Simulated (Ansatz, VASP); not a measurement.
## C in VASP and in Ansatz

```
C
1.0
    -2.52530    0.00420   -0.00246
    -1.26610   -0.91083    1.98624
    -1.25919    3.44543    2.38236
C
4
Direct
  0.43750 0.18750 0.43750
  0.93750 0.68750 0.93750
  0.56250 0.31250 0.06250
  0.06250 0.81250 0.56250
```

Change from the starting cell: cell x2, atoms moved at random (sigma 0.15 Å) and cell strained at random (1.5 %), then relaxed without symmetry.

Alike in both runs: functional PBE; k mesh 10 × 10 × 10; occupations gaussian, width 0.2 eV; no spin polarisation.

Ansatz relaxed the structure, and its values are those at the end. VASP's run is a single point on that final structure, the one shown.

|  | VASP | Ansatz |
| --- | --- | --- |
| version | VASP 6.6.1 | Ansatz 0.2.0 |
| potentials or method | VASP PAW PBE potentials, release 64 (C), cutoff 520 eV | scalar-relativistic, plane waves, PAW |
| valence electrons in the cell | 16 | 16 |

|  | VASP | Ansatz | Ansatz less VASP |
| --- | --- | --- | --- |
| gap on the k mesh at the Fermi level (eV) | 4.16 | 4.17 | +0.008 |
| least direct gap on the mesh (eV) | 5.58 | 5.58 | +0.004 |
| pressure (GPa) | 0.7 | 0.0 | -0.67 |

With one functional, cell and mesh, what is left measures potentials, basis and numerics.
